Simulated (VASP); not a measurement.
Here is a VASP 6.6.1 calculation.

The input INCAR:

```
SYSTEM = AlW3
PREC = Accurate
ENCUT = 520
EDIFF = 1E-6
ISMEAR = 0
SIGMA = 0.1
LREAL = .FALSE.
LASPH = .TRUE.
NELM = 100
ALGO = Fast
ISIF = 2
LWAVE = .FALSE.
LCHARG = .FALSE.
GGA = PE
NBANDS = 30
```

Contents of KPOINTS:

```
Automatic mesh
0
G
  10 10 10
  0 0 0
```

The input POSCAR:

```
AlW3
1.0
    4.5903411841      0.0000000000      0.0000000000
    0.0000000000      4.5903411841      0.0000000000
    0.0000000000      0.0000000000      4.5903411841
Al W
1 3
Direct
    0.0000000000      0.0000000000      0.0000000000
    0.5000000000      0.0000000000      0.0000000000
    0.0000000000      0.5000000000      0.0000000000
    0.0000000000      0.0000000000      0.5000000000
```

Potentials or basis: VASP PAW PBE potentials, release 64 (Al, W_sv).

The run is started by

```console
$ cat potpaw_PBE.64/Al/POTCAR potpaw_PBE.64/W_sv/POTCAR > POTCAR
$ mpirun -np 1 vasp_std > vasp.out
```

Question: What does it give for the pressure?

Answer: 0.0 GPa.

Question: Predict the band gap on the k mesh.

Answer: Zero (an odd number of electrons rules out a gap without spin polarisation).

Caveat: spin-orbit coupling is left out, which moves the levels of the heavy elements.
